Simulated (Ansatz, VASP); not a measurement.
Bi2Te3 in VASP and in Ansatz

```
Bi Te
1.0
    -2.17771    2.17771    8.69939
     2.17771   -2.17771    8.69939
     2.17771    2.17771   -8.69939
Bi Te
2 3
Direct
  0.12767 0.12767 0.00000
  0.87233 0.87233 0.00000
  0.31900 0.31900 0.00000
  0.68100 0.68100 0.00000
  0.50000 0.50000 0.00000
```

Alike in both runs: functional PBE; k mesh 6 × 6 × 6; occupations gaussian, width 0.1 eV; no spin polarisation.

Ansatz relaxed the structure, and its values are those at the end. VASP's run is a single point on that final structure, the one shown.

```csv
,VASP,Ansatz
version,VASP 6.6.1,Ansatz 0.2.0
potentials or method,"VASP PAW PBE potentials, release 64 (Bi_d, Te), cutoff 520 eV","scalar-relativistic, plane waves, PAW"
valence electrons in the cell,48,78
```

```tsv
	VASP	Ansatz	Ansatz less VASP
gap on the k mesh at the Fermi level (eV)	none	none	-
pressure (GPa)	-0.2	-0.2	+0.04
rms of the force components (eV/Å)	0.010	0.010	+0.0004
```

A gap of «none» marks a metal or a gap that the smearing closes. VASP's potentials hold 48 valence electrons a cell and Ansatz's 78, so a difference there can come from the potentials and not from the codes.

Spin-orbit coupling is off throughout.
